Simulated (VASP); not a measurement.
Runs of VASP 6.6.1 on MoN2. The structure is that of space group Pbam (No. 55), or close to it. The cells are those of the table. 

```csv
cell,gap on the mesh (eV),pressure (GPa),largest force (eV/Å)
"a = 4.447, b = 4.126, c = 2.728 Å, 6 atoms",none,(b),0.37
"a = 4.688, b = 3.885, c = 2.728 Å, 6 atoms",none,13.1,0.78
"a = 4.528, b = 4.046, c = 2.728 Å, 6 atoms",none,(a),0.52
"a = 3.965, b = 4.608, c = 2.728 Å, 6 atoms",none,8.7,0.66
"a = 4.769, b = 3.804, c = 2.728 Å, 6 atoms",none,18.7,0.93
```

Alike in all rows: task single point; level PBEsol; potentials or basis VASP PAW PBE potentials, release 64 (Mo_sv, N); no spin polarisation; k mesh 12 × 12 × 18; cutoff (eV) 520; smearing gaussian 0.15 eV.

Q: Estimate the missing entries.

A: (a) 5.2; (b) 2.8.

Caveats: the PAW data sets were made with another functional, which shifts forces and pressure a little; the stress differs along the axes, from -19 to 25 GPa (at least some runs); the stress differs along the axes, from -40 to 66 GPa (at least some runs); the stress differs along the axes, from -27 to 38 GPa (at least some runs); the stress differs along the axes, from -34 to 52 GPa (at least some runs); the stress differs along the axes, from -42 to 79 GPa (at least some runs).

A k mesh can miss the band edges, and the runs leave out spin-orbit coupling on Mo.

A gap of «none» marks levels without a gap at the run's occupations.
